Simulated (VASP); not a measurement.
# Ni2Sb2Pd (I4/mmm) in VASP: notebook

The runs below take Ni2Sb2Pd through single point, with PBE+U, PBE.

Program: VASP 6.6.1. These are calculated values, not measurements. Logs are shortened: lines on timing, memory, paths and dates and some standing lists are left out, and cuts for length are marked.

### 1 The cell of the first run

Symmetry: I4/mmm, No. 139, tetragonal system. Conventional cell: a = 4.192 Å, b = 4.192 Å, c = 10.249 Å, α = 90.00°, β = 90.00°, γ = 90.00°. Pd (site symmetry 4/mmm) has 10 Sb at 3.20 to 3.92 Å and 8 Ni at 3.31 Å and 4 Pd at 4.19 Å within 4.2 Å. Within 3.2 Å of Sb (site symmetry 4mm) lie 1 Sb at 2.40 Å and 4 Ni at 2.50 Å and 4 Pd at 3.20 Å. Within 3.4 Å of Ni (site symmetry -4m2) lie 4 Sb at 2.50 Å and 4 Ni at 2.96 Å and 4 Pd at 3.31 Å.

### 2 Single point, PBE+U

INCAR

```
SYSTEM = Ni2Sb2Pd
PREC = Accurate
ENCUT = 520
EDIFF = 1E-6
ISMEAR = 0
SIGMA = 0.0666
LREAL = .FALSE.
LASPH = .TRUE.
NELM = 150
ALGO = Normal
ISIF = 2
LWAVE = .FALSE.
LCHARG = .FALSE.
LMAXMIX = 4
LDAU = .TRUE.
LDAUTYPE = 2
LDAUL = 2 -1 -1
LDAUU = 1 0 0
LDAUJ = 0 0 0
LDAUPRINT = 1
GGA = PE
NBANDS = 28
```

KPOINTS

```
regular mesh
0
G
  5 5 5
  0 0 0
```

POSCAR

```
Ni2Sb2Pd
1.0
    0.0000000000      4.1923480000      0.0000000000
    4.1923480000      0.0000000000      0.0000000000
    2.0961740000      2.0961740000     -5.1246000000
Pd Sb Ni
1 2 2
Direct
    0.0000000000      0.0000000000      0.0000000000
    0.3828000000      0.3828000000      0.2344000000
    0.6172000000      0.6172000000      0.7656000000
    0.7500000000      0.2500000000      0.5000000000
    0.2500000000      0.7500000000      0.5000000000
```

Potentials or basis: VASP PAW PBE potentials, release 64 (Pd, Sb, Ni).

On the command line:

```bash
> cat potpaw_PBE.64/Pd/POTCAR potpaw_PBE.64/Sb/POTCAR potpaw_PBE.64/Ni/POTCAR > POTCAR
> mpirun -np 1 vasp_std > vasp.out
```

OUTCAR:

```text
SYSTEM = Ni2Sb2Pd
   PREC = Accurate
   ENCUT = 520
   EDIFF = 1E-6
   ISMEAR = 0
   LREAL = .FALSE.
   LASPH = .TRUE.
   NELM = 150
   ISIF = 2
   GGA = PE

 ion  position               nearest neighbor table
   1  0.000  0.000  0.000-   3 3.20   2 3.20   3 3.20   2 3.20   2 3.20   3 3.20   3 3.20   2 3.20

   2  0.383  0.383  0.234-   3 2.40   4 2.50   5 2.50   5 2.50   4 2.50   1 3.20   1 3.20   1 3.20
                             1 3.20
   3  0.617  0.617  0.766-   2 2.40   4 2.50   5 2.50   4 2.50   5 2.50   1 3.20   1 3.20   1 3.20
                             1 3.20
   4  0.750  0.250  0.500-   2 2.50   3 2.50   2 2.50   3 2.50   5 2.96   5 2.96   5 2.96   5 2.96

   5  0.250  0.750  0.500-   2 2.50   3 2.50   2 2.50   3 2.50   4 2.96   4 2.96   4 2.96   4 2.96

  LATTYP: Found a body centered tetragonal cell.
 ALAT       =     4.1923480000
 C/A-ratio  =     2.4447397974

  Lattice vectors:

 A1 = (  -2.0961740000,   2.0961740000,   5.1246000000)
 A2 = (   2.0961740000,  -2.0961740000,   5.1246000000)
 A3 = (   2.0961740000,   2.0961740000,  -5.1246000000)

Analysis of symmetry for initial positions (statically):
=====================================================================
 Subroutine PRICEL returns:
 Original cell was already a primitive cell.

 Routine SETGRP: Setting up the symmetry group for a
 body centered tetragonal supercell.

 Subroutine GETGRP returns: Found 16 space group operations
 (whereof 16 operations were pure point group operations)
 out of a pool of 16 trial point group operations.

The static configuration has the point symmetry D_4h.

Analysis of symmetry for dynamics (positions and initial velocities):
=====================================================================
 Subroutine PRICEL returns:
 Original cell was already a primitive cell.

 Routine SETGRP: Setting up the symmetry group for a
 body centered tetragonal supercell.

 Subroutine GETGRP returns: Found 16 space group operations
 (whereof 16 operations were pure point group operations)
 out of a pool of 16 trial point group operations.

The dynamic configuration has the point symmetry D_4h.

[... 154 lines left out ...]
 -0.0000  0.8601  0.0000  0.0000 -0.0000
  0.0000  0.0000  0.8941  0.0000 -0.0000
 -0.0000  0.0000  0.0000  0.8601  0.0000
  0.0000 -0.0000 -0.0000  0.0000  0.9064

 occupancies and eigenvectors

  o =  0.8601  v =  0.0000  0.2095  0.0000 -0.9778  0.0000  0.0000  0.0000  0.0000  0.0000  0.0000      0.0000  0.0000  0.0000  0.0000  0.0000  0.0000  0.0000  0.0000  0.0000  0.0000
  o =  0.8601  v =  0.0000  0.0000  0.0000  0.0000  0.0000  0.0000  0.2095  0.0000 -0.9778  0.0000      0.0000  0.0000  0.0000  0.0000  0.0000  0.0000  0.0000  0.0000  0.0000  0.0000
  o =  0.8601  v =  0.0000 -0.9778  0.0000 -0.2095 -0.0000  0.0000  0.0000  0.0000  0.0000  0.0000      0.0000  0.0000  0.0000  0.0000  0.0000  0.0000  0.0000  0.0000  0.0000  0.0000
  o =  0.8601  v =  0.0000  0.0000  0.0000  0.0000  0.0000  0.0000 -0.9778  0.0000 -0.2095 -0.0000      0.0000  0.0000  0.0000  0.0000  0.0000  0.0000  0.0000  0.0000  0.0000  0.0000
  o =  0.8792  v =  1.0000  0.0000  0.0000  0.0000  0.0000  0.0000  0.0000  0.0000  0.0000  0.0000      0.0000  0.0000  0.0000  0.0000  0.0000  0.0000  0.0000  0.0000  0.0000  0.0000
  o =  0.8792  v =  0.0000  0.0000  0.0000  0.0000  0.0000  1.0000  0.0000  0.0000  0.0000  0.0000      0.0000  0.0000  0.0000  0.0000  0.0000  0.0000  0.0000  0.0000  0.0000  0.0000
  o =  0.8941  v =  0.0000  0.0000 -1.0000 -0.0000 -0.0000  0.0000  0.0000  0.0000  0.0000  0.0000      0.0000  0.0000  0.0000  0.0000  0.0000  0.0000  0.0000  0.0000  0.0000  0.0000
  o =  0.8941  v =  0.0000  0.0000  0.0000  0.0000  0.0000  0.0000  0.0000 -1.0000 -0.0000 -0.0000      0.0000  0.0000  0.0000  0.0000  0.0000  0.0000  0.0000  0.0000  0.0000  0.0000
  o =  0.9064  v =  0.0000  0.0000  0.0000  0.0000  0.0000  0.0000  0.0000  0.0000 -0.0000 -1.0000      0.0000  0.0000  0.0000  0.0000  0.0000  0.0000  0.0000  0.0000  0.0000  0.0000
  o =  0.9064  v =  0.0000  0.0000  0.0000 -0.0000 -1.0000  0.0000  0.0000  0.0000  0.0000  0.0000      0.0000  0.0000  0.0000  0.0000  0.0000  0.0000  0.0000  0.0000  0.0000  0.0000

 number of electron      40.0000031 magnetization

 Free energy of the ion-electron system (eV)
  ---------------------------------------------------
  ext. energy  EPLUGINS =         0.00000000
  ---------------------------------------------------
  free energy    TOTEN  =       -22.54492497 eV

  energy without entropy =      -22.54008009  energy(sigma->0) =      -22.54250253

 E-fermi :   9.0031     XC(G=0): -11.3561

 val. band max:        8.9408486742   @ k =   0.4000   0.4000   0.2000
 cond. band min:       9.0368533962   @ k =  -0.2000  -0.4000   0.2000
 fundamental gap:      0.0960047220
 Fermi energy:         9.0031049985

 k-point     1 :       0.0000    0.0000    0.0000
  band No.  band energies     occupation
      1      -3.9426      2.00000
      2       0.5318      2.00000
      3       2.3600      2.00000
      4       5.2573      2.00000
      5       5.2573      2.00000
      6       5.9563      2.00000
[... 547 lines left out ...]
     27      14.3025      0.00000
     28      15.1156      0.00000

------------------------ aborting loop because EDIFF is reached ----------------------------------------

  FORCE on cell =-STRESS in cart. coord.  units (eV):
  Direction    XX          YY          ZZ          XY          YZ          ZX
  --------------------------------------------------------------------------------------
  -------------------------------------------------------------------------------------
  Total       -1.0421582     -1.0421582     12.5990701      0.0000000      0.0000000      0.0000000
  in kB      -18.5382876    -18.5382876    224.1168195      0.0000000      0.0000000      0.0000000
  external PRESSURE =      62.3467481 kB  Pullay stress =       0.0000000 kB

 VOLUME and BASIS-vectors are now :
 -----------------------------------------------------------------------------
  energy-cutoff  :      520.00
  volume of cell :       90.07
      direct lattice vectors                 reciprocal lattice vectors
     0.000000000  4.192348000  0.000000000     0.000000000  0.238529817  0.097568591
     4.192348000  0.000000000  0.000000000     0.238529817  0.000000000  0.097568591
     2.096174000  2.096174000 -5.124600000     0.000000000  0.000000000 -0.195137181

 POSITION                                       TOTAL-FORCE (eV/Angst)
 -----------------------------------------------------------------------------------
      0.00000      0.00000      0.00000         0.000000      0.000000     -0.000000
      2.09617      2.09617     -1.20121        -0.000000     -0.000000     -4.824935
      4.19235      4.19235     -3.92339         0.000000      0.000000      4.824935
      2.09617      4.19235     -2.56230        -0.000000     -0.000000     -0.000000
      4.19235      2.09617     -2.56230        -0.000000      0.000000     -0.000000
 -----------------------------------------------------------------------------------
    total drift:                                0.000000     -0.000000     -0.000000

  FREE ENERGIE OF THE ION-ELECTRON SYSTEM (eV)
  ---------------------------------------------------
  free  energy   TOTEN  =       -22.5449249723 eV

  energy  without entropy=      -22.5400800893  energy(sigma->0) =      -22.54250253
```

OSZICAR:

```text
N       E                     dE             d eps       ncg     rms          rms(c)
DAV:   1     0.267074190432E+03    0.26707E+03   -0.16597E+04  1008   0.146E+03
DAV:   2    -0.466616064858E+01   -0.27174E+03   -0.25895E+03  1040   0.317E+02
DAV:   3    -0.235843093703E+02   -0.18918E+02   -0.18348E+02  1188   0.986E+01
DAV:   4    -0.240578588725E+02   -0.47355E+00   -0.47127E+00  1148   0.148E+01
DAV:   5    -0.240717592904E+02   -0.13900E-01   -0.13898E-01  1328   0.268E+00    0.142E+01
DAV:   6    -0.300797599797E+02   -0.60080E+01   -0.40165E+01  1128   0.124E+02    0.259E+01
DAV:   7    -0.228124388702E+02    0.72673E+01   -0.19796E+01  1220   0.741E+01    0.592E+00
DAV:   8    -0.225634703815E+02    0.24897E+00   -0.24192E+00  1360   0.156E+01    0.317E+00
DAV:   9    -0.225586964111E+02    0.47740E-02   -0.16587E-01  1292   0.343E+00    0.122E+00
DAV:  10    -0.225452104843E+02    0.13486E-01   -0.43896E-02  1196   0.381E+00    0.365E-01
DAV:  11    -0.225449663733E+02    0.24411E-03   -0.37667E-03  1176   0.449E-01    0.123E-01
DAV:  12    -0.225449322394E+02    0.34134E-04   -0.35033E-04  1084   0.158E-01    0.331E-02
DAV:  13    -0.225449350200E+02   -0.27806E-05   -0.69578E-05  1320   0.145E-01    0.245E-02
DAV:  14    -0.225449247456E+02    0.10274E-04   -0.29913E-05  1384   0.955E-02    0.658E-03
DAV:  15    -0.225449249723E+02   -0.22668E-06   -0.20576E-06   656   0.192E-02
   1 F= -.22544925E+02 E0= -.22542503E+02  d E =-.484488E-02
```

Wall time 57 s (1 thread of Intel Xeon Platinum 8375C at 2.90GHz (Ice Lake), shared host); peak memory 0.23 GiB.

Results:

| Property | Result |
| --- | --- |
| Free energy | -22.5449 eV |
| Pressure | 6.2 GPa |
| Largest force | 4.825 eV/Å |
| Band gap on the k mesh | zero (bands 20 and 21 overlap by 0.57 eV) |

Forces on the atoms (eV/Å):
```
Pd   0.000  0.000  0.000
Sb   0.000  0.000 -4.825
Sb   0.000  0.000  4.825
Ni   0.000  0.000  0.000
Ni   0.000  0.000  0.000
```

Eigenvalues of the final occupation matrices:
```csv
site,spin,trace,eigenvalues
site 1 d,1,4.40,0.86 0.86 0.88 0.89 0.91
site 1 d,2,4.40,0.86 0.86 0.88 0.89 0.91
```

Caveat: the stress differs along the axes, from -2 to 22 GPa; spin-orbit coupling is left out, which moves the levels of the heavy elements; U without spin polarisation on a metal has little footing; the U is typed as a test and isn't derived for this compound; forces of over 1 eV/Å act on the atoms, so gaps and moduli don't describe the material at rest. Spin polarisation is off, so any magnetic state and its effect on volume and gap are missing.

### 3 Single point, PBE

INCAR

```
PREC = Accurate
ENCUT = 520
EDIFF = 1E-6
ISMEAR = 0
SIGMA = 0.0666
LREAL = F
LASPH = T
NELM = 60
ALGO = Normal
ISIF = 2
LWAVE = F
LCHARG = F
GGA = PE
NBANDS = 28
ISYM = 0
```

KPOINTS

```
Automatic mesh
0
Gamma
  5 5 5
  0.5 0.5 0.5
```

POSCAR is that of step 2.

Potentials or basis: VASP PAW PBE potentials, release 64 (Pd, Sb, Ni).

On the command line:

```bash
> cat potpaw_PBE.64/Pd/POTCAR potpaw_PBE.64/Sb/POTCAR potpaw_PBE.64/Ni/POTCAR > POTCAR
> mpirun -np 1 vasp_std > vasp.out
```

It took 6.3 min on 1 thread of Intel Xeon Platinum 8375C at 2.90GHz (Ice Lake), shared host; peak memory 0.45 GiB.

It converged, with:

- Free energy: -23.0629 eV
- Pressure: 6.4 GPa
- Largest force: 4.827 eV/Å
- Band gap on the k mesh: zero (bands 20 and 21 overlap by 0.43 eV)

Forces on the atoms (eV/Å):
```
Pd   0.000  0.000  0.000
Sb   0.000  0.000 -4.827
Sb   0.000  0.000  4.827
Ni   0.000  0.000  0.000
Ni   0.000  0.000  0.000
```

Stress tensor (GPa, compression positive):
```
-1.96  0.00  0.00
 0.00 -1.96  0.00
 0.00  0.00 22.98
```

Levels at points of the mesh, in eV from the Fermi level:
```csv
k point,band 18,band 19,band 20,band 21,band 22,band 23
"(0.50, 0.50, 0.50)",-1.37,-1.13,-0.81,-0.24,1.09,1.33
"(0.50, 0.50, 0.00)",-1.37,-1.13,-0.81,-0.24,1.09,1.33
```

Caveat: the stress differs along the axes, from -2 to 23 GPa; spin-orbit coupling is left out, which moves the levels of the heavy elements; forces of over 1 eV/Å act on the atoms, so gaps and moduli don't describe the material at rest. Spin polarisation is off, so any magnetic state and its effect on volume and gap are missing.

The gap in the log of VASP goes by the Fermi energy; the results here count the filled bands.